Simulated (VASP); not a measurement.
Here is a VASP 6.6.1 calculation.

File POSCAR:

```
P
1.0
   -1.5561892397      2.3139518343      1.8589441358
    1.5561892397     -2.3139518343      1.8589441358
    1.5561892397      2.3139518343     -1.8589441358
P
2
Direct
    0.8033091100      0.0533091100      0.7500000000
    0.1966908900      0.9466908900      0.2500000000
```

The input INCAR.step1:

```
SYSTEM = P
  PREC = Accurate
  ENCUT = 520
  ISMEAR = 0
  SIGMA = 0.15
  LREAL = .FALSE.
  LASPH = .TRUE.
  NELM = 80
  NBANDS = 12
  GGA = PE
  ALGO = Normal
  EDIFF = 1E-4
  LWAVE = .TRUE.
  LCHARG = .FALSE.
```

Contents of INCAR.step2:

```
SYSTEM = P
  PREC = Accurate
  ENCUT = 520
  EDIFF = 1E-7
  ISMEAR = 0
  SIGMA = 0.15
  LREAL = .FALSE.
  LASPH = .TRUE.
  NELM = 80
  ALGO = Normal
  ISIF = 2
  LWAVE = .FALSE.
  LCHARG = .FALSE.
  METAGGA = R2SCAN
  LMIXTAU = .TRUE.
  NBANDS = 12
  ISTART = 1
```

KPOINTS

```
Automatic mesh
0
G
  18 18 18
  0 0 0
```

Potentials or basis: VASP PAW PBE potentials, release 64 (P).

Run with:

```console
$ cat potpaw_PBE.64/P/POTCAR > POTCAR
$ cp INCAR.step1 INCAR
$ mpirun -np 1 vasp_std > vasp.out
$ cp INCAR.step2 INCAR
$ mpirun -np 1 vasp_std > vasp.out
```

Task: Predict the largest force.

Result: 1.244 eV/Å.

Task: Predict the pressure.

Result: 25.7 GPa.

Stress tensor (GPa, compression positive):
```
32.25  0.00  0.00
 0.00 29.60  0.00
 0.00  0.00 15.09
```

Caveat: the cell differs from its parent crystal (strain -0.080 along x and y, +0.000 along z); the stress differs along the axes, from 15 to 32 GPa; the PAW data sets were made with another functional, which shifts forces and pressure a little.
